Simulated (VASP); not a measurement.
## C: single point with PBE+D3(BJ)

The system is C.

```
C
1.0
     1.23250    0.71158    3.36139
    -1.23250    0.71158    3.36139
     0.00000   -1.42317    3.36139
C
2
Direct
  0.16895 0.16895 0.16895
  0.83105 0.83105 0.83105
```

This cell differs from its parent crystal: mode 4 frozen in at +0.024 Å and mode 6 at +0.000 Å (largest displacements).

```yaml
Program: VASP 6.6.1
Task: single point
Functional: PBE
Dispersion: D3(BJ)
Potentials_or_basis: VASP PAW PBE potentials, release 64 (C)
Cutoff: 520 eV
k_mesh: 15 × 15 × 15
Occupations: gaussian, width 0.05 eV
Spin: no spin polarisation
Dipole_correction: no
Further_INCAR_settings: ALGO = Normal; EDIFF = 1e-07; NBANDS = 11
```

* Pressure: 0.3 GPa
* Largest force: 0.782 eV/Å
* Band gap on the k mesh: 0.58 eV, direct
* Dispersion energy per atom: -0.156 eV

Forces on the atoms (eV/Å):
```
C    0.000  0.000 -0.782
C    0.000  0.000  0.782
```

Stress tensor (GPa, compression positive):
```
 0.67  0.00  0.00
 0.00  0.67  0.00
 0.00  0.00 -0.33
```

Levels at points of the mesh, in eV from the valence-band top:
```csv
k point,band 2,band 3,band 4,band 5,band 6,band 7
"(0.00, 0.00, 0.00)",-6.26,-2.69,-2.69,4.51,8.67,8.67
```

It took 42 s on 1 thread of Intel(R) Xeon(R) 6975P-C (Granite Rapids), with other jobs on the host, peak memory 0.19 GiB.

Caveat: the cell differs from its parent crystal (mode 4 frozen in at +0.024 Å and mode 6 at +0.000 Å (largest displacements)). A k mesh can miss the band edges.
